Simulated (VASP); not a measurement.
# Li (P1) in VASP: notebook

The runs below take Li through single point, with PBE.

All numbers are computed with VASP 6.6.1; they aren't measurements. Logs are shortened: lines on timing, memory, paths and dates and some standing lists are left out, and cuts for length are marked.

## (1) The cell of the first run

The typed cell holds 16 atoms: a = 7.313 Å, b = 7.313 Å, c = 7.313 Å, α = 90.00°, β = 90.00°, γ = 90.00°.

## (2) Single point, PBE

File INCAR:

```
SYSTEM = Li
ALGO = Normal
EDIFF = 1E-6
ENCUT = 520
GGA = PE
ISIF = 2
ISMEAR = -1
LASPH = .True.
LCHARG = .False.
LREAL = Auto
LWAVE = .False.
NBANDS = 38
NELM = 100
PREC = Accurate
SIGMA = 0.11
```

File KPOINTS:

```
k-points
0
Gamma
  2 2 2
  0 0 0
```

File POSCAR:

```
Li
1.0
    7.3128730000      0.0000000000      0.0000000000
    0.0000000000      7.3128730000      0.0000000000
    0.0000000000      0.0000000000      7.3128730000
Li
16
Direct
    0.0381929236      0.0369485427      0.0147001049
    0.4514368019      0.0435806830     -0.0581166937
    0.0467668453      0.5359726608      0.0687281182
    0.0134147004     -0.0415431801      0.5439449037
    0.2866999058      0.2079757162      0.2399604095
    0.4806455684      0.5665215299      0.0499803566
    0.5294772656      0.0197323268      0.5447380257
    0.8245323008      0.1226604099      0.3034922116
   -0.0092849965      0.4070766715      0.5131772424
    0.3084287119      0.6870760644      0.3020290384
    0.2545237692      0.2659283157      0.7377401467
    0.6105534719      0.4075416051      0.4920090914
    0.7249134506      0.7944620397      0.2370887611
    0.8391913821      0.2892843893      0.8162181950
    0.2162487985      0.7466696058      0.7466696058
    0.7090510118      0.7027880834      0.6731827559
```

Potentials or basis: VASP PAW PBE potentials, release 64 (Li_sv).

On the command line:

```sh
> cat potpaw_PBE.64/Li_sv/POTCAR > POTCAR
> mpirun -np 1 vasp_std > vasp.out
```

OUTCAR:

```text
SYSTEM = Li
   EDIFF = 1E-6
   ENCUT = 520
   GGA = PE
   ISIF = 2
   ISMEAR = -1
   LASPH = .True.
   LREAL = Auto
   NELM = 100
   PREC = Accurate

 ion  position               nearest neighbor table
   1  0.038  0.037  0.015-
   2  0.451  0.044  0.942-
   3  0.047  0.536  0.069-
   4  0.013  0.958  0.544-   8 2.54
   5  0.287  0.208  0.240-
   6  0.481  0.567  0.050-  10 2.40
   7  0.529  0.020  0.545-
   8  0.825  0.123  0.303-   4 2.54  13 2.55
   9  0.991  0.407  0.513-
  10  0.308  0.687  0.302-   6 2.40
  11  0.255  0.266  0.738-
  12  0.611  0.408  0.492-
  13  0.725  0.794  0.237-   8 2.55
  14  0.839  0.289  0.816-
  15  0.216  0.747  0.747-
  16  0.709  0.703  0.673-

  LATTYP: Found a simple cubic cell.
 ALAT       =     7.3128730000

  Lattice vectors:

 A1 = (   7.3128730000,   0.0000000000,   0.0000000000)
 A2 = (   0.0000000000,   7.3128730000,   0.0000000000)
 A3 = (   0.0000000000,   0.0000000000,   7.3128730000)

Analysis of symmetry for initial positions (statically):
=====================================================================
 Subroutine PRICEL returns:
 Original cell was already a primitive cell.

 Routine SETGRP: Setting up the symmetry group for a
 simple cubic supercell.

 Subroutine GETGRP returns: Found  1 space group operations
 (whereof  1 operations were pure point group operations)
 out of a pool of 48 trial point group operations.

The static configuration has the point symmetry C_1 .

Analysis of symmetry for dynamics (positions and initial velocities):
=====================================================================
 Subroutine PRICEL returns:
 Original cell was already a primitive cell.

 Routine SETGRP: Setting up the symmetry group for a
 simple cubic supercell.

 Subroutine GETGRP returns: Found  1 space group operations
 (whereof  1 operations were pure point group operations)
 out of a pool of 48 trial point group operations.

The dynamic configuration has the point symmetry C_1 .

 Subroutine INISYM returns: Found  1 space group operations
 (whereof  1 operations are pure point group operations),
 and found     1 'primitive' translations

----------------------------------------------------------------------------------------

                                     Primitive cell

  volume of cell :     391.0786

  direct lattice vectors                    reciprocal lattice vectors
     7.312873000  0.000000000  0.000000000     0.136745162  0.000000000  0.000000000
     0.000000000  7.312873000  0.000000000     0.000000000  0.136745162  0.000000000
     0.000000000  0.000000000  7.312873000     0.000000000  0.000000000  0.136745162

  length of vectors
     7.312873000  7.312873000  7.312873000     0.136745162  0.136745162  0.136745162

  position of ions in fractional coordinates (direct lattice)
     0.038192924  0.036948543  0.014700105
     0.451436802  0.043580683  0.941883306
     0.046766845  0.535972661  0.068728118
     0.013414700  0.958456820  0.543944904
     0.286699906  0.207975716  0.239960410
     0.480645568  0.566521530  0.049980357
[... 8 lines left out ...]
     0.216248798  0.746669606  0.746669606
     0.709051012  0.702788083  0.673182756

  ion indices of the primitive-cell ions
   primitive index   ion index
                 1           1
                 2           2
                 3           3
                 4           4
                 5           5
                 6           6
[... 8 lines left out ...]
                15          15
                16          16

----------------------------------------------------------------------------------------

 KPOINTS: k-points

Automatic generation of k-mesh.
 Grid dimensions read from file:
 generate k-points for:    2    2    2

 Generating k-lattice:

  Cartesian coordinates                     Fractional coordinates (reciprocal lattice)
     0.068372581  0.000000000  0.000000000     0.500000000  0.000000000  0.000000000
     0.000000000  0.068372581  0.000000000     0.000000000  0.500000000  0.000000000
     0.000000000  0.000000000  0.068372581     0.000000000  0.000000000  0.500000000

  Length of vectors
     0.068372581  0.068372581  0.068372581

  Shift w.r.t. Gamma in fractional coordinates (k-lattice)
     0.000000000  0.000000000  0.000000000

 Subroutine IBZKPT returns following result:
 ===========================================

 Found      8 irreducible k-points:

 Following reciprocal coordinates:
            Coordinates               Weight
  0.000000  0.000000  0.000000      1.000000
  0.500000  0.000000  0.000000      1.000000
  0.000000  0.500000  0.000000      1.000000
  0.000000  0.000000  0.500000      1.000000
  0.500000  0.500000  0.000000      1.000000
  0.000000  0.500000  0.500000      1.000000
  0.500000  0.000000  0.500000      1.000000
  0.500000  0.500000  0.500000      1.000000
   k-points           NKPTS =      8   k-points in BZ     NKDIM =      8   number of bands    NBANDS=     38
   number of dos      NEDOS =    301   number of ions     NIONS =     16
   total plane-waves  NPLWV = 157464
   dimension x,y,z NGX =    54 NGY =   54 NGZ =   54
   dimension x,y,z NGXF=   108 NGYF=  108 NGZF=  108
   ions per type =              16
   NGX,Y,Z   is equivalent  to a cutoff of  12.28, 12.28, 12.28 a.u.
   NGXF,Y,Z  is equivalent  to a cutoff of  24.55, 24.55, 24.55 a.u.
 SYSTEM =  Li
   PREC   = accura    normal or accurate (medium, high low for compatibility)
   ISTART =      0    job   : 0-new  1-cont  2-samecut
   ICHARG =      2    charge: 1-file 2-atom 10-const
   ISPIN  =      1    spin polarized calculation?
   LNONCOLLINEAR =      F non collinear calculations
   LSORBIT =      F    spin-orbit coupling
   LASPH  =      T    aspherical Exc in radial PAW
   ENCUT  =  520.0 eV  38.22 Ry    6.18 a.u.  13.60 13.60 13.60*2*pi/ulx,y,z
   NELM   =    100;   NELMIN=  2; NELMDL= -5     # of ELM steps
   EDIFF  = 0.1E-05   stopping-criterion for ELM
   LREAL  =      T    real-space projection
   EDIFFG = 0.1E-04   stopping-criterion for IOM
   NSW    =      0    number of steps for IOM
   IBRION =     -1    ionic relax: 0-MD 1-quasi-New 2-CG
   NFREE  =      0    steps in history (QN), initial steepest desc. (CG)
   ISIF   =      2    stress and relaxation
   ISYM   =      2    0-nonsym 1-usesym 2-fastsym
   POTIM  = 0.5000    time-step for ionic-motion
   TEBEG  =    0.0;   TEEND  =   0.0 temperature during run
   PSTRESS=    0.0 pullay stress
   NELECT =      48.0000    total number of electrons
   NUPDOWN=      -1.0000    fix difference up-down
   EMIN   =  10.00;   EMAX   =-10.00  energy-range for DOS
   EFERMI =   0.00;   METHOD = LEGACY
   ISMEAR =    -1;   SIGMA  =   0.11  broadening in eV -4-tet -1-fermi 0-gaus
   EFERMI_NEDOS =   21; number of points for ismear=-14 and -15
   IALGO  =     38    algorithm
   IMIX   =      4    mixing-type and parameters
     AMIX     =   0.40;   BMIX     =  1.00
     AMIX_MAG =   1.60;   BMIX_MAG =  1.00
  volume/ion in A,a.u.               =      24.44       164.95
  Fermi-wavevector in a.u.,A,eV,Ry     =   0.813581  1.537444  9.005877  0.661913
  Thomas-Fermi vector in A             =   1.923332
   LORBIT       =      0    0 simple, 1 ext, 2 COOP (PROOUT), +10 PAW based schemes
   GGA     = PE    functional components
   LHFCALC =     F    Hartree Fock is set to
   AEXX    =    0.0000 exact exchange contribution
   IVDW    =     0    specifies the selected vdW correction
   LEPSILON=     F    determine dielectric tensor
   LRPA    =     F    only Hartree local field effects (RPA)
 non-spin polarized calculation
  energy-cutoff  :      520.00
  volume of cell :      391.08
 maximum number of plane-waves:     10568
   NGX = 27   NGY = 27   NGZ = 27

 number of electron      48.0000001 magnetization

 Free energy of the ion-electron system (eV)
  ---------------------------------------------------
  ext. energy  EPLUGINS =         0.00000000
  ---------------------------------------------------
  free energy    TOTEN  =       -27.92902982 eV

  energy without entropy =      -27.52731389  energy(sigma->0) =      -27.72817186

 E-fermi :  -0.0329     XC(G=0):  -6.5702

 val. band max:       -0.0329292220   @ k =   0.5000   0.0000   0.5000
 cond. band min:      -0.0075934153   @ k =   0.5000   0.0000   0.5000
 fundamental gap:      0.0253358067
 Fermi energy:        -0.0329160872

 k-point     1 :       0.0000    0.0000    0.0000
  band No.  band energies     occupation
      1     -47.0982      2.00000
      2     -46.9868      2.00000
      3     -46.9503      2.00000
      4     -46.9475      2.00000
      5     -46.9450      2.00000
      6     -46.9440      2.00000
[... 28 lines left out ...]
     35       2.5748      0.00000
     36       2.9777      0.00000

 k-point     2 :       0.5000    0.0000    0.0000
  band No.  band energies     occupation
      1     -47.0982      2.00000
      2     -46.9868      2.00000
      3     -46.9503      2.00000
      4     -46.9475      2.00000
      5     -46.9450      2.00000
      6     -46.9440      2.00000
[... 28 lines left out ...]
     35       2.6950      0.00000
     36       2.7040      0.00000

 k-point     3 :       0.0000    0.5000    0.0000
  band No.  band energies     occupation
      1     -47.0982      2.00000
      2     -46.9868      2.00000
      3     -46.9503      2.00000
      4     -46.9475      2.00000
      5     -46.9450      2.00000
      6     -46.9440      2.00000
[... 28 lines left out ...]
     35       2.8851      0.00000
     36       3.0735      0.00000
[... 118 lines left out ...]
 k-point     7 :       0.5000    0.0000    0.5000
  band No.  band energies     occupation
      1     -47.0982      2.00000
      2     -46.9869      2.00000
      3     -46.9503      2.00000
      4     -46.9476      2.00000
      5     -46.9452      2.00000
      6     -46.9438      2.00000
[... 28 lines left out ...]
     35       3.2299      0.00000
     36       3.3157      0.00000

 k-point     8 :       0.5000    0.5000    0.5000
  band No.  band energies     occupation
      1     -47.0982      2.00000
      2     -46.9869      2.00000
      3     -46.9503      2.00000
      4     -46.9476      2.00000
      5     -46.9452      2.00000
      6     -46.9438      2.00000
[... 28 lines left out ...]
     35       2.7821      0.00000
     36       2.8717      0.00000
 [bands above 36 left out]

------------------------ aborting loop because EDIFF is reached ----------------------------------------

  FORCE on cell =-STRESS in cart. coord.  units (eV):
  Direction    XX          YY          ZZ          XY          YZ          ZX
  --------------------------------------------------------------------------------------
  -------------------------------------------------------------------------------------
  Total       -2.0731390     -2.7361082     -1.3675780     -0.7946035      0.4759206      0.3915687
  in kB       -8.4932694    -11.2093328     -5.6027159     -3.2553444      1.9497594      1.6041851
  external PRESSURE =      -8.4351060 kB  Pullay stress =       0.0000000 kB

 VOLUME and BASIS-vectors are now :
 -----------------------------------------------------------------------------
  energy-cutoff  :      520.00
  volume of cell :      391.08
      direct lattice vectors                 reciprocal lattice vectors
     7.312873000  0.000000000  0.000000000     0.136745162  0.000000000  0.000000000
     0.000000000  7.312873000  0.000000000     0.000000000  0.136745162  0.000000000
     0.000000000  0.000000000  7.312873000     0.000000000  0.000000000  0.136745162

 POSITION                                       TOTAL-FORCE (eV/Angst)
 -----------------------------------------------------------------------------------
      0.27930      0.27020      0.10750         0.101582     -0.473894     -0.212667
      3.30130      0.31870      6.88787         0.470918     -0.388929      0.199156
      0.34200      3.91950      0.50260        -0.222828     -0.160374     -0.067929
      0.09810      7.00907      3.97780         0.058345      0.170416      0.015572
      2.09660      1.52090      1.75480        -0.022996      0.186192      0.385765
      3.51490      4.14290      0.36550         0.318415     -0.581958     -0.733486
[... 8 lines left out ...]
      1.58140      5.46030      5.46030         0.284422     -0.294753      0.172871
      5.18520      5.13940      4.92290         0.202259      0.187864      0.342933
 -----------------------------------------------------------------------------------
    total drift:                               -0.002572     -0.006998      0.006254

  FREE ENERGIE OF THE ION-ELECTRON SYSTEM (eV)
  ---------------------------------------------------
  free  energy   TOTEN  =       -27.9290298177 eV

  energy  without entropy=      -27.5273138933  energy(sigma->0) =      -27.72817186
```

Wall time 68 s (1 thread of Intel Xeon 6975P-C (Granite Rapids), shared host); peak memory 0.38 GiB.

Results:

```yaml
Free_energy: -27.9290 eV
Largest_force: 0.989 eV/Å
Band_gap_on_the_k_mesh: zero (band 24 reaches 0.36 eV, above the bottom of band 25 at -0.31 eV)
```

Forces on the atoms (eV/Å):
```
Li   0.102 -0.474 -0.213
Li   0.471 -0.389  0.199
Li  -0.223 -0.160 -0.068
Li   0.058  0.170  0.016
Li  -0.023  0.186  0.386
Li   0.318 -0.582 -0.733
Li  -0.148 -0.056 -0.077
Li  -0.265  0.698 -0.221
Li   0.304  0.403 -0.436
Li  -0.278  0.541  0.768
Li   0.018  0.283 -0.057
Li  -0.472 -0.038 -0.279
Li   0.089 -0.318  0.053
Li  -0.438 -0.157  0.147
Li   0.284 -0.295  0.173
Li   0.202  0.188  0.343
```

Levels at points of the mesh, in eV from the Fermi level:
| k point | band 21 | band 22 | band 23 | band 24 | band 25 | band 26 |
| --- | --- | --- | --- | --- | --- | --- |
| (0.00, 0.00, 0.00) | -0.90 | -0.82 | -0.70 | 0.39 | 0.46 | 0.55 |
| (0.50, 0.00, 0.00) | -0.51 | -0.48 | -0.45 | -0.35 | -0.28 | -0.21 |
| (0.00, 0.50, 0.00) | -0.49 | -0.47 | -0.40 | -0.27 | -0.16 | -0.09 |
| (0.00, 0.00, 0.50) | -0.58 | -0.43 | -0.41 | -0.33 | -0.25 | -0.09 |
| (0.50, 0.50, 0.00) | -0.18 | -0.11 | -0.01 | 0.09 | 0.13 | 0.26 |
| (0.00, 0.50, 0.50) | -0.21 | -0.07 | -0.01 | 0.07 | 0.11 | 0.20 |
| (0.50, 0.00, 0.50) | -0.19 | -0.13 | 0.00 | 0.03 | 0.26 | 0.27 |
| (0.50, 0.50, 0.50) | -1.48 | -1.41 | -1.31 | -1.24 | 1.67 | 1.71 |

Caveat: the k points lie up to 0.43 Å⁻¹ apart; the cutoff is under 1.25 times the usual one of these potentials, so pressure, stress and relaxed cells hold a basis-set (Pulay) error.

(Continued in part 2 of 2.)
